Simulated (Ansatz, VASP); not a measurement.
One calculation of Y, two programs

File INCAR:

```
  PREC = Accurate
  ENCUT = 520
  EDIFF = 1E-6
  ISMEAR = -1
  SIGMA = 0.1
  LREAL = F
  LASPH = T
  NELM = 100
  ALGO = Normal
  ISIF = 2
  LWAVE = F
  LCHARG = T
  GGA = PS
  LELF = T
  LVHAR = T
  NBANDS = 12
```

File KPOINTS:

```
Automatic mesh
0
Gamma
  11 11 11
```

The input POSCAR:

```
Y
1.0
    3.2844009184      0.0000000000      0.0000000000
    0.0000000000      3.2844009184      0.0000000000
    0.0000000000      0.0000000000      3.2844009184
Y
1
Direct
    0.0000000000      0.0000000000      0.0000000000
```

Input for Ansatz:

```yaml
crystal:
  lattice:
    - [3.2844009184, 0.0, 0.0]
    - [0.0, 3.2844009184, 0.0]
    - [0.0, 0.0, 3.2844009184]
  atoms:
    - { symbol: "Y", position: [0.0, 0.0, 0.0] }
hamiltonian:
  xc: pbesol
  pseudopotentials:
    kind: paw
    azcp:
      "Y": "pseudopotentials/Y.paw.azcp"
basis:
  ecutwfc: 420
  fft_grid_basis: typed
kpoints:
  mp_grid: { grid: [11, 11, 11], shift: [0, 0, 0] }
magnetization:
  spin_polarized: false
scf:
  occupations: { method: fermi_dirac, width: 0.1 }
  lower_state_search: "off"
output:
  stress: true
```

Alike in both runs: task single point; functional PBEsol; k mesh 11 × 11 × 11; occupations fermi-dirac, width 0.1 eV; no spin polarisation.

|  | VASP | Ansatz |
| --- | --- | --- |
| version | VASP 6.6.1 | Ansatz 0.2.0 |
| potentials or method | VASP PAW PBE potentials, release 64 (Y_sv), cutoff 520 eV | plane waves (420 eV) with PAW, scalar-relativistic |
| valence electrons in the cell | 11 | 11 |

```csv
,VASP,Ansatz,Ansatz less VASP
pressure (GPa),-2.1,-2.0,+0.05
```

VASP's potentials were made for PBE, not for PBEsol, and Ansatz warns of the same on its side. The functional is the same, so the differences come from potentials, cutoffs and numerics.
